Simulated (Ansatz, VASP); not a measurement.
## Two plane-wave programs on Ta2In

```
CELL_PARAMETERS angstrom
0.00000 3.20127 3.20127
3.20127 0.00000 3.20127
3.20127 3.20127 0.00000
ATOMIC_POSITIONS crystal
Ta 0.25000 0.25000 0.25000
Ta 0.75000 0.75000 0.75000
In 0.00000 0.00000 0.00000
```

Alike in both runs: functional r2SCAN; k mesh 6 × 6 × 6; occupations gaussian, width 0.1 eV; no spin polarisation.

Ansatz relaxed the structure, and its values are those at the end. VASP's run is a single point on that final structure, the one shown.

```csv
,VASP,Ansatz
version,VASP 6.6.1,Ansatz 0.2.0
potentials or method,"VASP PAW PBE potentials, release 64 (Ta_pv, In_d), cutoff 520 eV","scalar-relativistic, plane waves, PAW"
valence electrons in the cell,35,39
```

```csv
,VASP,Ansatz,Ansatz less VASP
gap on the k mesh at the Fermi level (eV),none,none,-
pressure (GPa),0.7,0.4,-0.30
```

VASP's potentials were made for PBE, not for r2SCAN. A gap of «none» marks a metal or a gap that the smearing closes. With one functional, cell and mesh, what is left measures potentials, basis and numerics. VASP's potentials hold 35 valence electrons a cell and Ansatz's 39, so a difference there can come from the potentials and not from the codes.

Neither program's run includes spin-orbit coupling.
